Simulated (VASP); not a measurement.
Here is a VASP 6.6.1 calculation.

The input INCAR:

```
SYSTEM = GaN
  PREC = Accurate
  ENCUT = 600
  EDIFF = 1E-6
  ISMEAR = 0
  SIGMA = 0.05
  LREAL = .FALSE.
  LASPH = .TRUE.
  NELM = 120
  ALGO = Normal
  ISIF = 2
  LWAVE = .FALSE.
  LCHARG = .FALSE.
  NBANDS = 16
  GGA_COMPAT = .FALSE.
```

Contents of KPOINTS:

```
regular mesh
0
G
  8 8 8
  0 0 0
```

The input POSCAR:

```
GaN
1.0
    0.0000000000      2.0904248982      2.0904248982
    2.0904248982      0.0000000000      2.0904248982
    2.0904248982      2.0904248982      0.0000000000
Ga N
1 1
Direct
    0.0000000000      0.0000000000      0.0000000000
    0.5000000000      0.5000000000      0.5000000000
```

Potentials or basis: VASP PAW LDA potentials, release 64 (Ga_d, N).

Command:

```console
$ cat potpaw_LDA.64/Ga_d/POTCAR potpaw_LDA.64/N/POTCAR > POTCAR
$ mpirun -np 1 vasp_std > vasp.out
```

Question: Predict the pressure.

Answer: 1.3 GPa.

Question: Predict the band gap on the k mesh.

Answer: 0.64 eV (least direct gap 3.25 eV).

A k mesh can miss the band edges.
